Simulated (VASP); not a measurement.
A run of VASP 6.6.1 is set up as follows.

File INCAR:

```
SYSTEM = Os
PREC = Accurate
ENCUT = 520
EDIFF = 1E-6
ISMEAR = 1
SIGMA = 0.1
LREAL = .False.
LASPH = .True.
NELM = 80
ALGO = Normal
ISIF = 2
LWAVE = .False.
LCHARG = .False.
GGA = PS
NBANDS = 10
```

KPOINTS

```
regular mesh
0
Gamma
  10 10 10
  0 0 0
```

The input POSCAR:

```
Os
1.0
    0.0000000000      1.9610751091      1.9610751091
    1.9610751091      0.0000000000      1.9610751091
    1.9610751091      1.9610751091      0.0000000000
Os
1
Direct
    0.0000000000      0.0000000000      0.0000000000
```

Potentials or basis: VASP PAW PBE potentials, release 64 (Os).

Launch:

```console
$ cat potpaw_PBE.64/Os/POTCAR > POTCAR
$ mpirun -np 1 vasp_std > vasp.out
```

(1) What does it give for the pressure?

(2) Estimate the band gap on the k mesh.

Answers

(1) -27.4 GPa.

(2) zero (band 4 reaches 10.26 eV, above the bottom of band 5 at 6.70 eV).

Caveat: the PAW data sets were made with another functional, which shifts forces and pressure a little; spin-orbit coupling is left out, which moves the levels of the heavy elements.
